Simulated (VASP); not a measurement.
# TiN (Fm-3m) in VASP: notebook, part 2 of 2

VASP 6.6.1.

## 4. Single point, PBE

This run uses another cell than the first one, of 9.57 Å³/atom.

Input file INCAR:

```
SYSTEM = TiN
PREC     = Accurate       ! precision mode
ENCUT    = 520            ! plane-wave cutoff, eV
EDIFF    = 1E-6           ! SCF threshold, eV
ISMEAR   = 0              ! smearing method
SIGMA    = 0.15           ! smearing width, eV
LREAL    = .False.        ! projectors in reciprocal space
LASPH    = .True.         ! aspherical terms in the spheres
NELM     = 100            ! most SCF steps
ALGO     = Normal         ! electronic algorithm
ISIF     = 2              ! what is computed and relaxed
LWAVE    = .False.        ! write WAVECAR
LCHARG   = .False.        ! write CHGCAR
GGA      = PE             ! functional
NBANDS   = 16             ! bands
```

Input file KPOINTS:

```
Automatic mesh
0
Gamma
  20 20 20
  0 0 0
```

Input file POSCAR:

```
TiN
1.0
    0.0000000000      2.1233168467      2.1233168467
    2.1233168467      0.0000000000      2.1233168467
    2.1233168467      2.1233168467      0.0000000000
Ti N
1 1
Direct
    0.0000000000      0.0000000000      0.0000000000
    0.5000000000      0.5000000000      0.5000000000
```

Potentials or basis: VASP PAW PBE potentials, release 64 (Ti_sv, N).

The run is started by

```sh
cat potpaw_PBE.64/Ti_sv/POTCAR potpaw_PBE.64/N/POTCAR > POTCAR
mpirun -np 1 vasp_std > vasp.out
```

OUTCAR:

```text
SYSTEM = TiN
   PREC = Accurate
   ENCUT = 520
   EDIFF = 1E-6
   ISMEAR = 0
   LREAL = .False.
   LASPH = .True.
   NELM = 100
   ISIF = 2
   GGA = PE

 ion  position               nearest neighbor table
   1  0.000  0.000  0.000-   2 2.12   2 2.12   2 2.12   2 2.12   2 2.12   2 2.12
   2  0.500  0.500  0.500-   1 2.12   1 2.12   1 2.12   1 2.12   1 2.12   1 2.12

  LATTYP: Found a face centered cubic cell.
 ALAT       =     4.2466336934

  Lattice vectors:

 A1 = (   0.0000000000,   2.1233168467,   2.1233168467)
 A2 = (   2.1233168467,   0.0000000000,   2.1233168467)
 A3 = (   2.1233168467,   2.1233168467,   0.0000000000)

Analysis of symmetry for initial positions (statically):
=====================================================================
 Subroutine PRICEL returns:
 Original cell was already a primitive cell.

 Routine SETGRP: Setting up the symmetry group for a
 face centered cubic supercell.

 Subroutine GETGRP returns: Found 48 space group operations
 (whereof 48 operations were pure point group operations)
 out of a pool of 48 trial point group operations.

The static configuration has the point symmetry O_h .

Analysis of symmetry for dynamics (positions and initial velocities):
=====================================================================
 Subroutine PRICEL returns:
 Original cell was already a primitive cell.

 Routine SETGRP: Setting up the symmetry group for a
 face centered cubic supercell.

 Subroutine GETGRP returns: Found 48 space group operations
 (whereof 48 operations were pure point group operations)
 out of a pool of 48 trial point group operations.

The dynamic configuration has the point symmetry O_h .

 Subroutine INISYM returns: Found 48 space group operations
 (whereof 48 operations are pure point group operations),
 and found     1 'primitive' translations

----------------------------------------------------------------------------------------

                                     Primitive cell

  volume of cell :      19.1458

[... 109 lines left out ...]
  volume/ion in A,a.u.               =       9.57        64.60
  Fermi-wavevector in a.u.,A,eV,Ry     =   1.573499  2.973481 33.686631  2.475898
  Thomas-Fermi vector in A             =   2.674774
   LORBIT       =      0    0 simple, 1 ext, 2 COOP (PROOUT), +10 PAW based schemes
   GGA     = PE    functional components
   LHFCALC =     F    Hartree Fock is set to
   AEXX    =    0.0000 exact exchange contribution
   IVDW    =     0    specifies the selected vdW correction
   LEPSILON=     F    determine dielectric tensor
   LRPA    =     F    only Hartree local field effects (RPA)
 non-spin polarized calculation
 Gauss-broadening in eV      SIGMA  =   0.15
  energy-cutoff  :      520.00
  volume of cell :       19.15
 maximum number of plane-waves:       532
   NGX = 11   NGY = 11   NGZ = 11

 number of electron      17.0000002 magnetization

 Free energy of the ion-electron system (eV)
  ---------------------------------------------------
  ext. energy  EPLUGINS =         0.00000000
  ---------------------------------------------------
  free energy    TOTEN  =       -19.64210043 eV

  energy without entropy =      -19.63342659  energy(sigma->0) =      -19.63776351

 E-fermi :  11.4029     XC(G=0): -13.0008

 val. band max:       11.3941361908   @ k =  -0.1500   0.2000   0.0500
 cond. band min:      11.4039605136   @ k =   0.2500   0.0500   0.0000
 fundamental gap:      0.0098243228
 Fermi energy:        11.4029175509

 k-point     1 :       0.0000    0.0000    0.0000
  band No.  band energies     occupation
      1     -46.4750      2.00000
      2     -22.4570      2.00000
      3     -22.4570      2.00000
      4     -22.4570      2.00000
      5      -5.6788      2.00000
      6       9.3627      2.00000
[... 433 lines left out ...]
      3     -22.5204      2.00000
      4     -22.4985      2.00000
      5      -3.7483      2.00000
      6       4.2030      2.00000
[... 8 lines left out ...]
     15      24.4362      0.00000
     16      26.6909      0.00000

 [... further k-points ...]

------------------------ aborting loop because EDIFF is reached ----------------------------------------

  FORCE on cell =-STRESS in cart. coord.  units (eV):
  Direction    XX          YY          ZZ          XY          YZ          ZX
  --------------------------------------------------------------------------------------
  -------------------------------------------------------------------------------------
  Total        0.0593794      0.0593794      0.0593794      0.0000000      0.0000000     -0.0000000
  in kB        4.9690371      4.9690371      4.9690371      0.0000000      0.0000000     -0.0000000
  external PRESSURE =       4.9690371 kB  Pullay stress =       0.0000000 kB

 VOLUME and BASIS-vectors are now :
 -----------------------------------------------------------------------------
  energy-cutoff  :      520.00
  volume of cell :       19.15
      direct lattice vectors                 reciprocal lattice vectors
     0.000000000  2.123316847  2.123316847    -0.235480635  0.235480635  0.235480635
     2.123316847  0.000000000  2.123316847     0.235480635 -0.235480635  0.235480635
     2.123316847  2.123316847  0.000000000     0.235480635  0.235480635 -0.235480635

 POSITION                                       TOTAL-FORCE (eV/Angst)
 -----------------------------------------------------------------------------------
      0.00000      0.00000      0.00000         0.000000      0.000000      0.000000
      2.12332      2.12332      2.12332        -0.000000     -0.000000      0.000000
 -----------------------------------------------------------------------------------
    total drift:                                0.000000     -0.000000     -0.000000

  FREE ENERGIE OF THE ION-ELECTRON SYSTEM (eV)
  ---------------------------------------------------
  free  energy   TOTEN  =       -19.6421004325 eV

  energy  without entropy=      -19.6334265925  energy(sigma->0) =      -19.63776351
```

OSZICAR:

```text
N       E                     dE             d eps       ncg     rms          rms(c)
DAV:   1     0.134136777533E+03    0.13414E+03   -0.82978E+03  8208   0.127E+03
DAV:   2    -0.168190596150E+02   -0.15096E+03   -0.14105E+03  9216   0.346E+02
DAV:   3    -0.246333395754E+02   -0.78143E+01   -0.77490E+01 10264   0.822E+01
DAV:   4    -0.248126319589E+02   -0.17929E+00   -0.17913E+00 10000   0.118E+01
DAV:   5    -0.248165525651E+02   -0.39206E-02   -0.39206E-02  9696   0.156E+00    0.181E+01
DAV:   6    -0.200339899418E+02    0.47826E+01   -0.13030E+01 10784   0.534E+01    0.687E+00
DAV:   7    -0.196842852910E+02    0.34970E+00   -0.16905E+00  9672   0.162E+01    0.488E+00
DAV:   8    -0.199199759779E+02   -0.23569E+00   -0.11093E+00 11040   0.156E+01    0.609E+00
DAV:   9    -0.196529270931E+02    0.26705E+00   -0.36512E-01  9288   0.929E+00    0.159E+00
DAV:  10    -0.196454064007E+02    0.75207E-02   -0.33038E-02 10120   0.204E+00    0.448E-01
DAV:  11    -0.196421578122E+02    0.32486E-02   -0.48415E-03 11992   0.865E-01    0.170E-01
DAV:  12    -0.196421045897E+02    0.53222E-04   -0.41406E-04  9568   0.196E-01    0.406E-02
DAV:  13    -0.196421024390E+02    0.21507E-05   -0.48698E-05 10104   0.920E-02    0.182E-02
DAV:  14    -0.196421006175E+02    0.18214E-05   -0.57740E-06  9128   0.279E-02    0.976E-03
DAV:  15    -0.196421004325E+02    0.18506E-06   -0.12194E-06  7560   0.145E-02
   1 F= -.19642100E+02 E0= -.19637764E+02  d E =-.867384E-02
```

Wall time 35 s (1 thread of Intel Xeon 6975P-C (Granite Rapids), shared host); peak memory 0.2 GiB.

Results:

```yaml
Free_energy: -19.6421 eV
Pressure: 0.5 GPa
Band_gap_on_the_k_mesh: zero (an odd number of electrons rules out a gap without spin polarisation)
```

Levels at points of the mesh, in eV from the Fermi level:
| k point | band 6 | band 7 | band 8 | band 9 | band 10 | band 11 | band 12 | band 13 |
| --- | --- | --- | --- | --- | --- | --- | --- | --- |
| (0.00, 0.00, 0.00) | -2.04 | -2.04 | -2.04 | -0.61 | -0.61 | -0.61 | 0.57 | 0.57 |
| (0.50, 0.00, 0.00) | -8.06 | -5.46 | -5.46 | 1.67 | 1.67 | 2.34 | 5.70 | 5.70 |
| (0.50, 0.50, 0.00) | -5.82 | -3.23 | -3.23 | -3.05 | 1.63 | 2.36 | 2.36 | 3.57 |
